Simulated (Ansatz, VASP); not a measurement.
Two plane-wave programs on Ru

```
CELL_PARAMETERS angstrom
5.39519 0.00000 0.00000
-2.69759 4.67237 0.00000
0.00000 0.00000 24.67173
ATOMIC_POSITIONS crystal
Ru 0.33333 0.16667 0.32426
Ru 0.33333 0.66667 0.32426
Ru 0.83333 0.16667 0.32426
Ru 0.83333 0.66667 0.32426
Ru 0.16667 0.33333 0.41071
Ru 0.16667 0.83333 0.41071
Ru 0.66667 0.33333 0.41071
Ru 0.66667 0.83333 0.41071
Ru 0.33342 0.16672 0.49674
Ru 0.33124 0.66563 0.49763
Ru 0.83440 0.16876 0.49766
Ru 0.83441 0.66565 0.49765
Ru 0.16513 0.33583 0.58135
Ru 0.16512 0.82931 0.58135
Ru 0.67090 0.33546 0.58136
Ru 0.66709 0.83354 0.58569
```

Alike in both runs: task single point; functional PBE; dispersion D3(BJ); k mesh 4 × 4 × 1; occupations gaussian, width 0.1 eV; no spin polarisation.

|  | VASP | Ansatz |
| --- | --- | --- |
| version | VASP 6.6.1 | Ansatz 0.2.0 |
| potentials or method | VASP PAW PBE potentials, release 64 (Ru_pv), cutoff 520 eV | scalar-relativistic, plane waves, PAW |
| valence electrons in the cell | 224 | 256 |

|  | VASP | Ansatz | Ansatz less VASP |
| --- | --- | --- | --- |
| gap on the k mesh at the Fermi level (eV) | none | none | - |
| rms of the force components (eV/Å) | 0.331 | 0.331 | +0.0002 |

Atom by atom the forces differ by 0.004 eV/Å (rms over components). A gap of «none» marks a metal or a gap that the smearing closes. VASP's potentials hold 224 valence electrons a cell and Ansatz's 256, so a difference there can come from the potentials and not from the codes. Ansatz's warnings: near symmetry operation missed by atoms.
